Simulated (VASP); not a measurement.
Write the native input for VASP 6.6.1 that does the following.

- Task: single point
- Functional: PBEsol
- Potentials or basis: VASP PAW PBE potentials, release 64 (Co_sv, O)
- Cutoff: 600 eV
- k mesh: 9 × 9 × 9
- Occupations: gaussian, width 0.01 eV
- Spin: collinear spin, ferromagnetic start
- Starting moments: [2.75, 0.38] μB
- Dipole correction: no
- Second run: valence_matched
- Further INCAR settings: ALGO = Normal; EDIFF = 1e-06; NBANDS = 22

The structure of CoO lies in POSCAR:

```
CoO
1.0
    1.5054695445      0.8691832468      2.4399269062
   -1.5054695445      0.8691832468      2.4399269062
    0.0000000000     -1.7383664936      2.4399269062
Co O
1 1
Direct
    0.0000000000      0.0000000000      0.0000000000
    0.5000000000      0.5000000000      0.5000000000
```

One way to write it, as run:

INCAR

```
SYSTEM = CoO
PREC = Accurate
ENCUT = 600
EDIFF = 1E-6
ISMEAR = 0
SIGMA = 0.01
LREAL = .False.
LASPH = .True.
NELM = 200
ALGO = Normal
ISIF = 2
LWAVE = .False.
LCHARG = .False.
ISPIN = 2
MAGMOM = 2.75 0.38
LORBIT = 11
LMAXMIX = 4
GGA = PS
NBANDS = 22
GGA_COMPAT = .False.
```

KPOINTS

```
Automatic mesh
0
Gamma
  9 9 9
  0 0 0
```

Potentials or basis: VASP PAW PBE potentials, release 64 (Co_sv, O).

Command:

```sh
$ cat potpaw_PBE.64/Co_sv/POTCAR potpaw_PBE.64/O/POTCAR > POTCAR
$ mpirun -np 1 vasp_std > vasp.out
```

Results of the run:

```yaml
Pressure: -11.4 GPa
Band_gap_on_the_k_mesh: zero (filled and empty bands overlap)
Net_moment: 2.98 μB per cell
Site_moments: Co +2.55; O +0.33 μB
Valence_electrons_inside_the_program's_atomic_spheres: Co 14.87; O 4.96
```

Caveat: the PAW data sets were made with another functional, which shifts forces and pressure a little; a cell with one magnetic atom can't hold antiferromagnetic order, which such compounds often take; semilocal functionals often make such compounds metallic where correlation or magnetic order opens a gap, which also shifts bond lengths.

Run time: 32 s on 1 thread of Intel(R) Xeon(R) 6975P-C (Granite Rapids) (shared host), peak memory 0.18 GiB.
